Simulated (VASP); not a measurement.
Set up this calculation in VASP 6.6.1, as the native input.

```
Task                   : single point
Functional             : PBE
Potentials or basis    : VASP PAW PBE potentials, release 64 (C, Si)
Cutoff                 : 520 eV
k mesh                 : 9 × 9 × 1
Occupations            : gaussian, width 0.05 eV
Spin                   : collinear spin
Starting moments       : [0.0, 0.0, 0.0, 0.0, 2.0, 0.0, 0.0, 0.0, 0.0] μB
Dipole correction      : yes
Further INCAR settings : ALGO = Normal; EDIFF = 1e-06; NBANDS = 32
```

The structure of Si4C5 lies in POSCAR:

```
Si4C5
1.0
    3.0920147208      0.0000000000      0.0000000000
   -1.5460073604      2.6777632971      0.0000000000
    0.0000000000      0.0000000000     25.2337106667
C Si
5 4
Direct
    0.3333333333      0.6666666667      0.1585181051
    0.6666666667      0.3333333333      0.2590546646
    0.3333333333      0.6666666667      0.3607902149
    0.6666666667      0.3333333333      0.4623551549
    1.0000000000      0.0000000000      0.5272197515
    0.6666666667      0.3333333333      0.1834768895
    0.3333333333      0.6666666667      0.2840134490
    0.6666666667      0.3333333333      0.3842867907
    0.3333333333      0.6666666667      0.4848161584
```

One way to write it, as run:

INCAR

```
ALGO = Normal
DIPOL = 0.5 0.5 0.345
EDIFF = 1E-6
ENCUT = 520
GGA = PE
IDIPOL = 3
ISIF = 2
ISMEAR = 0
ISPIN = 2
LASPH = True
LCHARG = False
LDIPOL = True
LORBIT = 11
LREAL = False
LWAVE = False
MAGMOM = 0 0 0 0 2 0 0 0 0
NBANDS = 32
NELM = 150
PREC = Accurate
SIGMA = 0.05
```

KPOINTS

```
k-points
0
Gamma
  9 9 1
```

Potentials or basis: VASP PAW PBE potentials, release 64 (C, Si).

The run is started by

```bash
$ cat potpaw_PBE.64/C/POTCAR potpaw_PBE.64/Si/POTCAR > POTCAR
$ mpirun -np 1 vasp_std > vasp.out
```

Results of the run:

The largest force is 3.341 eV/Å. The band gap on the k mesh is zero (filled and empty bands overlap) and the net moment is 0.02 μB per cell. The site moments are C -0.37, -0.06, -0.01, +0.05, +0.43; Si +0.01, -0.01 (each value once) μB and the valence electrons inside the program's atomic spheres are C 2.40, 2.53, 2.50, 2.19 (each value once); Si 1.67, 1.65 (each value once).

It took 4.2 min on 1 thread of AMD EPYC 9R45 96-Core Processor (Zen 5) (shared host), peak memory 0.43 GiB.
